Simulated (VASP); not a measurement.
## BN: single point with PBE+D3(BJ)

The system is BN.

```
B N
1.0
     1.25306    0.72345    3.29488
    -1.25306    0.72345    3.29488
     0.00000   -1.44691    3.29488
B N
1 1
Direct
  0.99970 0.99970 0.99970
  0.33274 0.33274 0.33274
```

```yaml
Program: VASP 6.6.1
Task: single point
Functional: PBE
Dispersion: D3(BJ)
Potentials_or_basis: VASP PAW PBE potentials, release 64 (B, N)
Cutoff: 520 eV
k_mesh: 12 × 12 × 12
Occupations: gaussian, width 0.02 eV
Spin: no spin polarisation
```

```yaml
Pressure: 0.1 GPa
Band_gap_on_the_k_mesh: 4.23 eV, indirect (least direct gap 4.69 eV)
Dispersion_energy_per_atom: -0.142 eV
```

Stress tensor (GPa, compression positive):
```
 0.19  0.00  0.00
 0.00  0.19  0.00
 0.00  0.00 -0.14
```

Levels at points of the mesh, in eV from the valence-band top:
```tsv
k point	band 1	band 2	band 3	band 4	band 5	band 6	band 7	band 8	band 9
(0.00, 0.00, 0.00)	-17.77	-4.01	-1.28	-1.28	5.32	11.66	11.66	13.14	14.79
(0.50, 0.00, 0.00)	-14.57	-8.91	-4.05	-0.55	5.32	9.93	13.18	15.25	20.17
(0.50, 0.50, 0.00)	-14.49	-8.77	-4.12	-1.20	4.23	9.86	14.41	17.90	20.62
(0.50, 0.50, 0.50)	-17.46	-6.20	-1.30	-1.30	10.37	11.57	11.57	12.31	16.69
```

Wall time 56 s on 1 thread of AMD EPYC 7R43 64-Core Processor (Zen 3), with other jobs on the host, peak memory 0.15 GiB.

A k mesh can miss the band edges. As with any semilocal functional, this PBE gap is likely too small.
